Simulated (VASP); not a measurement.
# H8CO6 in VASP: a series of runs

H8CO6 is run at these levels: PBEsol; tasks: molecular dynamics, single point.

Everything below comes from runs of VASP 6.6.1. Logs are shortened: lines on timing, memory, paths and dates and some standing lists are left out, and cuts for length are marked.

## Step 1: The cell of the first run

The cell holds an amorphous packing of atoms, 15 atoms: a = 5.511 Å, b = 5.511 Å, c = 5.511 Å, α = 90.00°, β = 90.00°, γ = 90.00°.

## Step 2: Molecular dynamics, PBEsol

INCAR

```
PREC     = Accurate       # precision mode
ENCUT    = 520            # plane-wave cutoff, eV
EDIFF    = 1E-5           # SCF threshold, eV
ISMEAR   = -1             # smearing method
SIGMA    = 0.05           # smearing width, eV
LREAL    = Auto         
LASPH    = True           # aspherical terms in the spheres
NELM     = 60             # most SCF steps
ALGO     = Normal         # electronic algorithm
ISIF     = 2              # what is computed and relaxed
LWAVE    = False          # write WAVECAR
LCHARG   = False          # write CHGCAR
GGA      = PS             # functional
NBANDS   = 37             # bands
IBRION   = 0              # ionic algorithm
NSW      = 40             # ionic steps
POTIM    = 0.5            # step
TEBEG    = 1500.0       
TEEND    = 1500.0       
ISYM     = 0            
NELMIN   = 4            
RANDOM_SEED= 523561 0 0   
MDALGO   = 1            
ANDERSEN_PROB= 0.0
```

KPOINTS

```
Automatic mesh
0
Gamma
  1 1 1
```

POSCAR

```
H8CO6
1.0
    5.5112720000      0.0000000000      0.0000000000
    0.0000000000      5.5112720000      0.0000000000
    0.0000000000      0.0000000000      5.5112720000
O H C
6 8 1
Direct
    0.6599816400      0.9785674400      0.4918207300
    0.5804111900      0.4044053300      0.4520833100
    0.1009770700      0.7356634000      0.5129671300
    0.8062983900      0.3079263300     -0.1086350000
    0.5685375100      0.8008398400     -0.0339654900
    0.2128050100      1.0090096300      0.0678422300
    0.5282937200      1.0744293000      0.4025005200
    0.5884692400      0.8070276700      0.5034338600
    0.5296714400      0.5477520800      0.3594299600
    0.7704903600      0.3695499600      0.4015485300
    0.0383107000      0.7658299200      0.6572743000
   -0.0469323900      0.7807433900      0.4093276400
    0.7614651000      0.4771303700     -0.1623688100
    0.8391698900      0.1855857800     -0.2350975500
    0.3969434000      0.9217292300      0.0009145200
```

Potentials or basis: VASP PAW PBE potentials, release 64 (O, H, C).

Run with:

```sh
cat potpaw_PBE.64/O/POTCAR potpaw_PBE.64/H/POTCAR potpaw_PBE.64/C/POTCAR > POTCAR
mpirun -np 1 vasp_gam > vasp.out
```

OUTCAR:

```text
PREC = Accurate
   ENCUT = 520
   EDIFF = 1E-5
   ISMEAR = -1
   LREAL = Auto
   LASPH = True
   NELM = 60
   ISIF = 2
   GGA = PS
   IBRION = 0
   NSW = 40
   POTIM = 0.5
   TEBEG = 1500.0
   ISYM = 0
   NELMIN = 4

 ion  position               nearest neighbor table
   1  0.660  0.979  0.492-   7 1.02   8 1.03
   2  0.580  0.404  0.452-   9 0.98  10 1.10
   3  0.101  0.736  0.513-  11 0.88  12 1.03
   4  0.806  0.308  0.891-  14 0.99  13 1.01
   5  0.569  0.801  0.966-  15 1.17
   6  0.213  0.009  0.068-  15 1.18
   7  0.528  0.074  0.403-   1 1.02
   8  0.588  0.807  0.503-   1 1.03
   9  0.530  0.548  0.359-   2 0.98
  10  0.770  0.370  0.402-   2 1.10
  11  0.038  0.766  0.657-   3 0.88
  12  0.953  0.781  0.409-   3 1.03
  13  0.761  0.477  0.838-   4 1.01
  14  0.839  0.186  0.765-   4 0.99
  15  0.397  0.922  0.001-   5 1.17   6 1.18

IMPORTANT INFORMATION: All symmetrisations will be switched off!
NOSYMM: (Re-)initialisation of all symmetry stuff for point group C_1.

----------------------------------------------------------------------------------------

                                     Primitive cell

  volume of cell :     167.4000

  direct lattice vectors                    reciprocal lattice vectors
     5.511272000  0.000000000  0.000000000     0.181446316  0.000000000  0.000000000
     0.000000000  5.511272000  0.000000000     0.000000000  0.181446316  0.000000000
     0.000000000  0.000000000  5.511272000     0.000000000  0.000000000  0.181446316

  length of vectors
     5.511272000  5.511272000  5.511272000     0.181446316  0.181446316  0.181446316

  position of ions in fractional coordinates (direct lattice)
     0.659981640  0.978567440  0.491820730
     0.580411190  0.404405330  0.452083310
     0.100977070  0.735663400  0.512967130
     0.806298390  0.307926330  0.891365000
     0.568537510  0.800839840  0.966034510
     0.212805010  0.009009630  0.067842230
     0.528293720  0.074429300  0.402500520
     0.588469240  0.807027670  0.503433860
     0.529671440  0.547752080  0.359429960
     0.770490360  0.369549960  0.401548530
     0.038310700  0.765829920  0.657274300
     0.953067610  0.780743390  0.409327640
     0.761465100  0.477130370  0.837631190
     0.839169890  0.185585780  0.764902450
     0.396943400  0.921729230  0.000914520

  ion indices of the primitive-cell ions
   primitive index   ion index
                 1           1
                 2           2
                 3           3
                 4           4
                 5           5
                 6           6
                 7           7
                 8           8
                 9           9
                10          10
                11          11
                12          12
                13          13
                14          14
                15          15

----------------------------------------------------------------------------------------

 KPOINTS: Automatic mesh

Automatic generation of k-mesh.
 Grid dimensions read from file:
 generate k-points for:    1    1    1

 Generating k-lattice:

  Cartesian coordinates                     Fractional coordinates (reciprocal lattice)
     0.181446316  0.000000000  0.000000000     1.000000000  0.000000000  0.000000000
     0.000000000  0.181446316  0.000000000     0.000000000  1.000000000  0.000000000
     0.000000000  0.000000000  0.181446316     0.000000000  0.000000000  1.000000000

  Length of vectors
     0.181446316  0.181446316  0.181446316

  Shift w.r.t. Gamma in fractional coordinates (k-lattice)
     0.000000000  0.000000000  0.000000000

 Subroutine IBZKPT returns following result:
 ===========================================

 Found      1 irreducible k-points:

 Following reciprocal coordinates:
            Coordinates               Weight
  0.000000  0.000000  0.000000      1.000000
   k-points           NKPTS =      1   k-points in BZ     NKDIM =      1   number of bands    NBANDS=     37
   number of dos      NEDOS =    301   number of ions     NIONS =     15
   total plane-waves  NPLWV =  74088
   dimension x,y,z NGX =    42 NGY =   42 NGZ =   42
   dimension x,y,z NGXF=    84 NGYF=   84 NGZF=   84
   ions per type =               6   8   1
   NGX,Y,Z   is equivalent  to a cutoff of  12.67, 12.67, 12.67 a.u.
   NGXF,Y,Z  is equivalent  to a cutoff of  25.34, 25.34, 25.34 a.u.
 SYSTEM =  unknown system
   PREC   = accura    normal or accurate (medium, high low for compatibility)
   ISTART =      0    job   : 0-new  1-cont  2-samecut
   ICHARG =      2    charge: 1-file 2-atom 10-const
   ISPIN  =      1    spin polarized calculation?
   LNONCOLLINEAR =      F non collinear calculations
   LSORBIT =      F    spin-orbit coupling
   LASPH  =      T    aspherical Exc in radial PAW
   ENCUT  =  520.0 eV  38.22 Ry    6.18 a.u.  10.25 10.25 10.25*2*pi/ulx,y,z
   NELM   =     60;   NELMIN=  4; NELMDL= -5     # of ELM steps
   EDIFF  = 0.1E-04   stopping-criterion for ELM
   LREAL  =      T    real-space projection
   EDIFFG = 0.1E-03   stopping-criterion for IOM
   NSW    =     40    number of steps for IOM
   IBRION =      0    ionic relax: 0-MD 1-quasi-New 2-CG
   NFREE  =      0    steps in history (QN), initial steepest desc. (CG)
   ISIF   =      2    stress and relaxation
   ISYM   =      0    0-nonsym 1-usesym 2-fastsym
   POTIM  = 0.5000    time-step for ionic-motion
   TEBEG  = 1500.0;   TEEND  =1500.0 temperature during run
   PSTRESS=    0.0 pullay stress
   NELECT =      48.0000    total number of electrons
   NUPDOWN=      -1.0000    fix difference up-down
   EMIN   =  10.00;   EMAX   =-10.00  energy-range for DOS
   EFERMI =   0.00;   METHOD = LEGACY
   ISMEAR =    -1;   SIGMA  =   0.05  broadening in eV -4-tet -1-fermi 0-gaus
   EFERMI_NEDOS =   21; number of points for ismear=-14 and -15
   IALGO  =     38    algorithm
   IMIX   =      4    mixing-type and parameters
     AMIX     =   0.40;   BMIX     =  1.00
     AMIX_MAG =   1.60;   BMIX_MAG =  1.00
  volume/ion in A,a.u.               =      11.16        75.31
  Fermi-wavevector in a.u.,A,eV,Ry     =   1.079535  2.040025 15.856173  1.165396
  Thomas-Fermi vector in A             =   2.215503
   LORBIT       =      0    0 simple, 1 ext, 2 COOP (PROOUT), +10 PAW based schemes
   GGA     = PS    functional components
   LHFCALC =     F    Hartree Fock is set to
   AEXX    =    0.0000 exact exchange contribution
   IVDW    =     0    specifies the selected vdW correction
   LEPSILON=     F    determine dielectric tensor
   LRPA    =     F    only Hartree local field effects (RPA)
 molecular dynamics for ions
 non-spin polarized calculation
  energy-cutoff  :      520.00
  volume of cell :      167.40
 maximum number of plane-waves:      2277
 NGX is ok and might be reduce to    42
   NGX = 21   NGY = 21   NGZ = 21

--------------------------------------- Ionic step        1  -------------------------------------------

 number of electron      48.0000001 magnetization

 Free energy of the ion-electron system (eV)
  ---------------------------------------------------
  ext. energy  EPLUGINS =         0.00000000
  ---------------------------------------------------
  free energy    TOTEN  =       -80.00535621 eV

  energy without entropy =      -80.00535621  energy(sigma->0) =      -80.00535621

------------------------ aborting loop because EDIFF is reached ----------------------------------------

  FORCE on cell =-STRESS in cart. coord.  units (eV):
  Direction    XX          YY          ZZ          XY          YZ          ZX
  --------------------------------------------------------------------------------------
  -------------------------------------------------------------------------------------
  Total       -6.4018003     -0.9740999      5.4057028      0.6789703      0.5779240     -1.2969263
  in kB      -61.2713102     -9.3230618     51.7377108      6.4983910      5.5312814    -12.4128170
  external PRESSURE =      -6.2855537 kB  Pullay stress =       0.0000000 kB
[... 154 lines left out ...]
  ENERGY OF THE ELECTRON-ION-THERMOSTAT SYSTEM (eV)
  ---------------------------------------------------
% ion-electron   TOTEN  =       -80.244448  see above
  kinetic energy EKIN   =         2.962518
  kin. lattice  EKIN_LAT=         0.000000  (temperature 1637.07 K)
  nose potential ES     =         0.000000
  nose kinetic   EPS    =         0.000000
  ---------------------------------------------------
  total energy   ETOTAL =       -77.281930 eV

[... ionic steps 4 to 37 ...]

--------------------------------------- Ionic step       38  -------------------------------------------

 number of electron      47.9999999 magnetization

------------------------ aborting loop because EDIFF is reached ----------------------------------------

  FORCE on cell =-STRESS in cart. coord.  units (eV):
  Direction    XX          YY          ZZ          XY          YZ          ZX
  --------------------------------------------------------------------------------------
  -------------------------------------------------------------------------------------
  Total       -7.3360540      6.3836451      6.7722376     -1.0497697     -1.0733222      1.4289276
  in kB      -70.2130056     61.0975483     64.8167470    -10.0472934    -10.2727132     13.6761950
  external PRESSURE =      18.5670966 kB  Pullay stress =       0.0000000 kB
[... 95 lines left out ...]
  ENERGY OF THE ELECTRON-ION-THERMOSTAT SYSTEM (eV)
  ---------------------------------------------------
% ion-electron   TOTEN  =       -79.686618  see above
  kinetic energy EKIN   =         2.400216
  kin. lattice  EKIN_LAT=         0.000000  (temperature 1326.34 K)
  nose potential ES     =         0.000000
  nose kinetic   EPS    =         0.000000
  ---------------------------------------------------
  total energy   ETOTAL =       -77.286402 eV

--------------------------------------- Ionic step       40  -------------------------------------------

 number of electron      48.0000001 magnetization

 Free energy of the ion-electron system (eV)
  ---------------------------------------------------
  ext. energy  EPLUGINS =         0.00000000
  ---------------------------------------------------
  free energy    TOTEN  =       -79.77840317 eV

  energy without entropy =      -79.77840317  energy(sigma->0) =      -79.77840317

 E-fermi :  -0.8682     XC(G=0):  -7.0900

 val. band max:       -2.1662329443   @ k =   0.0000   0.0000   0.0000
 cond. band min:       0.7239353182   @ k =   0.0000   0.0000   0.0000
 fundamental gap:      2.8901682625
 Fermi energy:        -0.8682355061

 k-point     1 :       0.0000    0.0000    0.0000
  band No.  band energies     occupation
      1     -25.9998      2.00000
      2     -24.8592      2.00000
      3     -21.7836      2.00000
      4     -21.4083      2.00000
      5     -20.4983      2.00000
      6     -20.0815      2.00000
[... 28 lines left out ...]
     35       7.9929      0.00000
     36       8.6419      0.00000
 [bands above 36 left out]

------------------------ aborting loop because EDIFF is reached ----------------------------------------

  FORCE on cell =-STRESS in cart. coord.  units (eV):
  Direction    XX          YY          ZZ          XY          YZ          ZX
  --------------------------------------------------------------------------------------
  -------------------------------------------------------------------------------------
  Total       -7.6306782      5.1679489      4.3587220      0.4726330     -0.0328705     -0.3974448
  in kB      -73.0328394     49.4621800     41.7171102      4.5235473     -0.3146023     -3.8039246
  external PRESSURE =       6.0488169 kB  Pullay stress =       0.0000000 kB
[... 36 lines left out ...]
  ENERGY OF THE ELECTRON-ION-THERMOSTAT SYSTEM (eV)
  ---------------------------------------------------
% ion-electron   TOTEN  =       -79.778403  see above
  kinetic energy EKIN   =         2.490636
  kin. lattice  EKIN_LAT=         0.000000  (temperature 1376.31 K)
  nose potential ES     =         0.000000
  nose kinetic   EPS    =         0.000000
  ---------------------------------------------------
  total energy   ETOTAL =       -77.287767 eV
```

Run time: 2.6 min. Hardware: 1 thread of Intel Xeon 6975P-C (Granite Rapids), shared host; peak memory 0.26 GiB.

Step by step:
```csv
step,potential energy change (eV),largest force (eV/Å),pressure (GPa),volume (Å³),temperature (K)
1,0.0000,6.7698,-0.63,167.40,1511
2,-0.1238,4.7730,-1.25,167.40,1575
3,-0.2391,3.9573,-1.61,167.40,1637
4,-0.2843,4.1899,-1.59,167.40,1662
5,-0.2530,4.2543,-1.13,167.40,1646
6,-0.1625,4.3300,-0.35,167.40,1596
7,-0.0336,4.7710,0.65,167.40,1526
8,0.1113,4.9812,1.69,167.40,1447
9,0.2420,5.0141,2.60,167.40,1376
10,0.3193,5.0440,3.18,167.40,1334
11,0.3146,5.0823,3.37,167.40,1336
12,0.2362,4.4861,3.17,167.40,1378
13,0.1262,4.0274,2.71,167.40,1437
14,0.0324,3.2235,2.12,167.40,1487
15,-0.0094,2.7237,1.55,167.40,1510
16,0.0220,3.1706,1.09,167.40,1492
17,0.1196,3.9341,0.76,167.40,1440
18,0.2285,5.5763,0.50,167.40,1383
19,0.2662,6.0047,0.19,167.40,1363
20,0.2007,5.1859,-0.22,167.40,1397
21,0.0874,4.7587,-0.56,167.40,1457
22,0.0057,4.4947,-0.68,167.40,1501
23,-0.0088,4.0677,-0.48,167.40,1509
24,0.0327,4.1802,0.03,167.40,1487
25,0.1015,4.2826,0.76,167.40,1450
26,0.1745,4.2735,1.59,167.40,1410
27,0.2393,4.5803,2.39,167.40,1375
28,0.2813,5.5369,3.08,167.40,1352
29,0.2746,5.9919,3.53,167.40,1357
30,0.2021,5.4178,3.67,167.40,1396
31,0.0869,4.1157,3.58,167.40,1457
32,-0.0128,3.2053,3.33,167.40,1510
33,-0.0372,3.1425,3.10,167.40,1522
34,0.0530,3.3067,3.00,167.40,1472
35,0.2497,5.4865,2.97,167.40,1366
36,0.4603,7.5926,2.89,167.40,1255
37,0.5453,8.1227,2.52,167.40,1209
38,0.4632,6.6235,1.86,167.40,1251
39,0.3187,4.0087,1.12,167.40,1326
40,0.2270,3.2834,0.60,167.40,1376
```

Caveat: the k points lie up to 1.14 Å⁻¹ apart; the PAW data sets were made with another functional, which shifts forces and pressure a little.

[end of part 1 of 3]
